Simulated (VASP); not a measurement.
# Sb in VASP: relaxation of the atoms with PBE+D3(BJ)

Aim: the relaxation of the atoms of Sb with PBE+D3(BJ).

All numbers are computed with VASP 6.6.1; they aren't measurements. Logs are shortened: lines on timing, memory, paths and dates and some standing lists are left out, and cuts for length are marked.

## Step 1: The cell of the first run

The cell holds a slab with vacuum, 4 atoms: a = 4.069 Å, b = 4.069 Å, c = 20.800 Å, α = 90.00°, β = 90.00°, γ = 120.00°.

## Step 2: Relaxation of the atoms, PBE+D3(BJ)

Input file INCAR:

```
ALGO = Normal ; DIPOL = 0.5 0.5 0.360
EDIFF = 1E-7 ; EDIFFG = -0.003
ENCUT = 450 ; GGA = PE
GGA_COMPAT = False ; IBRION = 2
IDIPOL = 3 ; ISIF = 2
ISMEAR = 0 ; IVDW = 12
LASPH = True ; LCHARG = False
LDIPOL = True ; LREAL = False
LWAVE = False ; NELM = 120
NELMDL = -8 ; NELMIN = 4
NSW = 40 ; PREC = Accurate
SIGMA = 0.05
```

Input file KPOINTS:

```
k-points
0
Gamma
  9 9 1
```

Input file POSCAR:

```
Sb
1.0
    4.0686848921      0.0000000000      0.0000000000
   -2.0343424461      3.5235844766      0.0000000000
    0.0000000000      0.0000000000     20.8000277116
Sb
4
Selective dynamics
Direct
    0.3333333333      0.6666666667      0.2951833672  F F T
    0.6666666667      0.3333333333      0.2163458656  F F F
    0.6666666667      1.3333333333      0.5041007260  F F T
    1.0000000000      1.0000000000      0.4252556916  F F T
```

Potentials or basis: VASP PAW PBE potentials, release 64 (Sb).

Run with:

```
$ cat potpaw_PBE.64/Sb/POTCAR > POTCAR
$ mpirun -np 1 vasp_std > vasp.out
```

OUTCAR:

```text
EDIFF = 1E-7
   EDIFFG = -0.003
   ENCUT = 450
   GGA = PE
   IBRION = 2
   ISIF = 2
   ISMEAR = 0
   IVDW = 12
   LASPH = True
   LREAL = False
   NELM = 120
   NELMDL = -8
   NELMIN = 4
   NSW = 40
   PREC = Accurate
 IVDW          = 12

 ion  position               nearest neighbor table
   1  0.333  0.667  0.295-   2 2.86   2 2.86   2 2.86   4 3.58   4 3.58   4 3.58
   2  0.667  0.333  0.216-   1 2.86   1 2.86   1 2.86
   3  0.667  0.333  0.504-   4 2.86   4 2.86   4 2.86
   4  0.000  0.000  0.425-   3 2.86   3 2.86   3 2.86   1 3.58   1 3.58   1 3.58

  LATTYP: Found a hexagonal cell.
 ALAT       =     4.0686848921
 C/A-ratio  =     5.1122237930

  Lattice vectors:

 A1 = (   4.0686848921,   0.0000000000,   0.0000000000)
 A2 = (  -2.0343424461,   3.5235844766,   0.0000000000)
 A3 = (   0.0000000000,   0.0000000000,  20.8000277116)

Analysis of symmetry for initial positions (statically):
=====================================================================
 Subroutine PRICEL returns:
 Original cell was already a primitive cell.

 Routine SETGRP: Setting up the symmetry group for a
 hexagonal supercell.

 Subroutine GETGRP returns: Found 12 space group operations
 (whereof  6 operations were pure point group operations)
 out of a pool of 24 trial point group operations.

The static configuration has the point symmetry C_3v.
 The point group associated with its full space group is D_3d.

Analysis of symmetry for dynamics (positions and initial velocities):
=====================================================================
 Subroutine PRICEL returns:
 Original cell was already a primitive cell.

 Routine SETGRP: Setting up the symmetry group for a
 hexagonal supercell.

 Subroutine GETGRP returns: Found 12 space group operations
 (whereof  6 operations were pure point group operations)
 out of a pool of 24 trial point group operations.

The dynamic configuration has the point symmetry C_3v.
 The point group associated with its full space group is D_3d.

Analysis of constrained symmetry for selective dynamics:
=====================================================================
 Subroutine PRICEL returns:
 Original cell was already a primitive cell.

 Routine SETGRP: Setting up the symmetry group for a
 hexagonal supercell.

 Subroutine GETGRP returns: Found  6 space group operations
 (whereof  6 operations were pure point group operations)
 out of a pool of 24 trial point group operations.

The constrained configuration has the point symmetry C_3v.

 Subroutine INISYM returns: Found  6 space group operations
 (whereof  6 operations are pure point group operations),
 and found     1 'primitive' translations

----------------------------------------------------------------------------------------

                                     Primitive cell

  volume of cell :     298.1966

  direct lattice vectors                    reciprocal lattice vectors
     4.068684892  0.000000000  0.000000000     0.245779663  0.141900954  0.000000000
    -2.034342446  3.523584477  0.000000000     0.000000000  0.283801909  0.000000000
     0.000000000  0.000000000 20.800027712     0.000000000  0.000000000  0.048076859

  length of vectors
     4.068684892  4.068684892 20.800027712     0.283801909  0.283801909  0.048076859

  position of ions in fractional coordinates (direct lattice)
     0.333333333  0.666666667  0.295183367
     0.666666667  0.333333333  0.216345866
     0.666666667  0.333333333  0.504100726
     0.000000000  0.000000000  0.425255692

  ion indices of the primitive-cell ions
   primitive index   ion index
                 1           1
                 2           2
                 3           3
                 4           4

----------------------------------------------------------------------------------------

 KPOINTS: k-points

Automatic generation of k-mesh.
 Grid dimensions read from file:
 generate k-points for:    9    9    1

 Generating k-lattice:

  Cartesian coordinates                     Fractional coordinates (reciprocal lattice)
     0.027308851  0.015766773  0.000000000     0.111111111 -0.000000000  0.000000000
     0.000000000  0.031533545  0.000000000     0.000000000  0.111111111  0.000000000
     0.000000000  0.000000000  0.048076859     0.000000000  0.000000000  1.000000000

  Length of vectors
     0.031533545  0.031533545  0.048076859

  Shift w.r.t. Gamma in fractional coordinates (k-lattice)
     0.000000000  0.000000000  0.000000000

 Subroutine IBZKPT returns following result:
 ===========================================

 Found     12 irreducible k-points:

 Following reciprocal coordinates:
            Coordinates               Weight
  0.000000  0.000000  0.000000      1.000000
  0.111111 -0.000000  0.000000      6.000000
  0.222222 -0.000000  0.000000      6.000000
  0.333333 -0.000000  0.000000      6.000000
  0.444444 -0.000000  0.000000      6.000000
  0.111111  0.111111  0.000000      6.000000
  0.222222  0.111111  0.000000     12.000000
  0.333333  0.111111  0.000000     12.000000
  0.444444  0.111111  0.000000      6.000000
  0.222222  0.222222  0.000000      6.000000
  0.333333  0.222222  0.000000     12.000000
  0.333333  0.333333  0.000000      2.000000
   k-points           NKPTS =     12   k-points in BZ     NKDIM =     12   number of bands    NBANDS=     14
   number of dos      NEDOS =    301   number of ions     NIONS =      4
   total plane-waves  NPLWV = 112896
   dimension x,y,z NGX =    28 NGY =   28 NGZ =  144
   dimension x,y,z NGXF=    56 NGYF=   56 NGZF=  288
   ions per type =               4
   NGX,Y,Z   is equivalent  to a cutoff of  11.44, 11.44, 11.51 a.u.
   NGXF,Y,Z  is equivalent  to a cutoff of  22.88, 22.88, 23.02 a.u.
 SYSTEM =  unknown system
   PREC   = accura    normal or accurate (medium, high low for compatibility)
   ISTART =      0    job   : 0-new  1-cont  2-samecut
   ICHARG =      2    charge: 1-file 2-atom 10-const
   ISPIN  =      1    spin polarized calculation?
   LNONCOLLINEAR =      F non collinear calculations
   LSORBIT =      F    spin-orbit coupling
   LASPH  =      T    aspherical Exc in radial PAW
   ENCUT  =  450.0 eV  33.07 Ry    5.75 a.u.   7.04  7.04 35.98*2*pi/ulx,y,z
   NELM   =    120;   NELMIN=  4; NELMDL= -8     # of ELM steps
   EDIFF  = 0.1E-06   stopping-criterion for ELM
   LREAL  =      F    real-space projection
   EDIFFG = -.3E-02   stopping-criterion for IOM
   NSW    =     40    number of steps for IOM
   IBRION =      2    ionic relax: 0-MD 1-quasi-New 2-CG
   NFREE  =      1    steps in history (QN), initial steepest desc. (CG)
   ISIF   =      2    stress and relaxation
   ISYM   =      2    0-nonsym 1-usesym 2-fastsym
   POTIM  = 0.5000    time-step for ionic-motion
   TEBEG  =    0.0;   TEEND  =   0.0 temperature during run
   PSTRESS=    0.0 pullay stress
   NELECT =      20.0000    total number of electrons
   NUPDOWN=      -1.0000    fix difference up-down
   EMIN   =  10.00;   EMAX   =-10.00  energy-range for DOS
   EFERMI =   0.00;   METHOD = LEGACY
   ISMEAR =     0;   SIGMA  =   0.05  broadening in eV -4-tet -1-fermi 0-gaus
   EFERMI_NEDOS =   21; number of points for ismear=-14 and -15
   IALGO  =     38    algorithm
   IMIX   =      4    mixing-type and parameters
     AMIX     =   0.40;   BMIX     =  1.00
     AMIX_MAG =   1.60;   BMIX_MAG =  1.00
  volume/ion in A,a.u.               =      74.55       503.08
  Fermi-wavevector in a.u.,A,eV,Ry     =   0.665146  1.256945  6.019487  0.442420
  Thomas-Fermi vector in A             =   1.739052
   LORBIT       =      0    0 simple, 1 ext, 2 COOP (PROOUT), +10 PAW based schemes
   GGA     = PE    functional components
   LHFCALC =     F    Hartree Fock is set to
   AEXX    =    0.0000 exact exchange contribution
   IVDW    =    12    specifies the selected vdW correction
   LEPSILON=     F    determine dielectric tensor
   LRPA    =     F    only Hartree local field effects (RPA)
 conjugate gradient relaxation of ions
 non-spin polarized calculation
 Gauss-broadening in eV      SIGMA  =   0.05
  energy-cutoff  :      450.00
  volume of cell :      298.20
 maximum number of plane-waves:      6501
   NGX = 15   NGY = 15   NGZ = 71

--------------------------------------- Ionic step        1  -------------------------------------------

 number of electron      19.9999999 magnetization

 Free energy of the ion-electron system (eV)
  ---------------------------------------------------
  ext. energy  EPLUGINS =         0.00000000
  ---------------------------------------------------
  free energy    TOTEN  =       -16.17763964 eV

  energy without entropy =      -16.17758288  energy(sigma->0) =      -16.17761126

------------------------ aborting loop because EDIFF is reached ----------------------------------------

 Edisp (eV)   -1.35244

 E8    (eV) :    -0.6535

  FORCE on cell =-STRESS in cart. coord.  units (eV):
  Direction    XX          YY          ZZ          XY          YZ          ZX
  --------------------------------------------------------------------------------------
  -------------------------------------------------------------------------------------
  Total       1.56310     1.56310    -0.17967    -0.00000     0.00000     0.00000
  in kB       8.39834     8.39834    -0.96536    -0.00000     0.00000     0.00000
  external pressure =        5.28 kB  Pullay stress =        0.00 kB
[... 103 lines left out ...]
  FREE ENERGIE OF THE ION-ELECTRON SYSTEM (eV)
  ---------------------------------------------------
  free  energy   TOTEN  =       -17.5325217750 eV

  energy  without entropy=      -17.5324536396  energy(sigma->0) =      -17.53248771

 dipolmoment           0.000000      0.000000     -0.000245 electrons x Angstroem

[... ionic steps 4 to 21 ...]

--------------------------------------- Ionic step       22  -------------------------------------------

 number of electron      19.9999999 magnetization

------------------------ aborting loop because EDIFF is reached ----------------------------------------

 Edisp (eV)   -1.40734

 E8    (eV) :    -0.6820
[... 73 lines left out ...]
  energy  without entropy=      -17.5497357207  energy(sigma->0) =      -17.55020769

--------------------------------------- Ionic step       24  -------------------------------------------

 number of electron      19.9999999 magnetization

 dipolmoment           0.000000      0.000000      0.000038 electrons x Angstroem

 Free energy of the ion-electron system (eV)
  ---------------------------------------------------
  ext. energy  EPLUGINS =         0.00000000
  ---------------------------------------------------
  free energy    TOTEN  =       -16.14347024 eV

  energy without entropy =      -16.14252690  energy(sigma->0) =      -16.14299857

 E-fermi :   0.7414     XC(G=0):  -4.5020

 val. band max:        0.6804356801   @ k =   0.1111  -0.0000   0.0000
 cond. band min:       0.8024400474   @ k =   0.3333  -0.0000   0.0000
 fundamental gap:      0.1220043673
 Fermi energy:         0.7414374593

 k-point     1 :       0.0000    0.0000    0.0000
  band No.  band energies     occupation
      1     -12.0775      2.00000
      2     -11.4187      2.00000
      3      -7.6739      2.00000
      4      -5.6402      2.00000
      5      -1.5689      2.00000
      6      -0.3977      2.00000
      7      -0.3977      2.00000
      8      -0.1182      2.00000
      9      -0.1182      2.00000
     10       0.4525      2.00000
     11       1.3919      0.00000
     12       2.0733      0.00000
     13       2.0733      0.00000
     14       2.8912      0.00000
[... 172 lines left out ...]
  band No.  band energies     occupation
      1      -8.9433      2.00000
      2      -8.9421      2.00000
      3      -8.7740      2.00000
      4      -8.6610      2.00000
      5      -4.2039      2.00000
      6      -4.2028      2.00000
      7      -2.8102      2.00000
      8      -2.1771      2.00000
      9      -2.1770      2.00000
     10      -1.5980      2.00000
     11       1.4755      0.00000
     12       1.4757      0.00000
     13       2.3544      0.00000
     14       4.0686      0.00000

------------------------ aborting loop because EDIFF is reached ----------------------------------------

 vacuum level on the upper side and lower side of the slab       (xc-potential included)        -0.085        -0.073

 Edisp (eV)   -1.40721

 E8    (eV) :    -0.6820

  FORCE on cell =-STRESS in cart. coord.  units (eV):
  Direction    XX          YY          ZZ          XY          YZ          ZX
  --------------------------------------------------------------------------------------
  -------------------------------------------------------------------------------------
  Total       2.15498     2.15498    -0.00298    -0.00000     0.00000     0.00000
  in kB      11.57847    11.57847    -0.01600    -0.00000     0.00000     0.00000
  external pressure =        7.71 kB  Pullay stress =        0.00 kB
[... 19 lines left out ...]
  FREE ENERGIE OF THE ION-ELECTRON SYSTEM (eV)
  ---------------------------------------------------
  free  energy   TOTEN  =       -17.5506810280 eV

  energy  without entropy=      -17.5497376951  energy(sigma->0) =      -17.55020936

 reached required accuracy - stopping structural energy minimisation

 vacuum level on the upper side and lower side of the slab         4.512         4.521
```

Run time: 11 min. Hardware: 1 thread of AMD EPYC 7R13 (Zen 3), shared host; peak memory 0.32 GiB.

What came out:

| Property | Result |
| --- | --- |
| Free energy | -17.5507 eV |
| Energy gained by relaxing | 5.1 meV/atom |
| Ionic steps | 24 |
| Dispersion energy per atom | -0.352 eV |

Step by step:
```csv
step,energy change (eV),largest force on free atoms (eV/Å),pressure (GPa)
1,0.0000,0.1682,0.53
2,-0.0020,0.0920,0.44
3,-0.0024,0.1206,0.37
4,-0.0031,0.0887,0.37
5,-0.0035,0.0926,0.38
6,-0.0042,0.0876,0.39
7,-0.0061,0.0971,0.42
8,-0.0095,0.1301,0.50
9,-0.0146,0.1912,0.65
10,-0.0156,0.2901,0.98
11,-0.0168,0.2494,0.83
12,-0.0176,0.2203,0.82
13,-0.0195,0.1331,0.81
14,-0.0203,0.0407,0.79
15,-0.0205,0.0426,0.80
16,-0.0205,0.0425,0.80
17,-0.0205,0.0347,0.79
18,-0.0206,0.0116,0.78
19,-0.0205,0.0344,0.76
20,-0.0206,0.0056,0.77
21,-0.0206,0.0031,0.77
22,-0.0206,0.0031,0.77
23,-0.0206,0.0030,0.77
24,-0.0206,0.0026,0.77
```

Final structure:
```yaml
crystal:
  lattice:
    - [4.06868, 0.00000, 0.00000]
    - [-2.03434, 3.52358, 0.00000]
    - [0.00000, 0.00000, 20.80003]
  atoms:
    - { symbol: Sb, position: [0.33333, 0.66667, 0.29534] }
    - { symbol: Sb, position: [0.66667, 0.33333, 0.21635] }
    - { symbol: Sb, position: [0.66667, 0.33333, 0.49069] }
    - { symbol: Sb, position: [0.00000, 0.00000, 0.41167] }
```

Levels at points of the mesh, in eV from the Fermi level:
```csv
k point,band 7,band 8,band 9,band 10,band 11,band 12,band 13,band 14
"(0.00, 0.00, 0.00)",-1.14,-0.86,-0.86,-0.29,0.65,1.33,1.33,2.15
```

Caveat: spin-orbit coupling is left out, which moves the levels of the heavy elements.
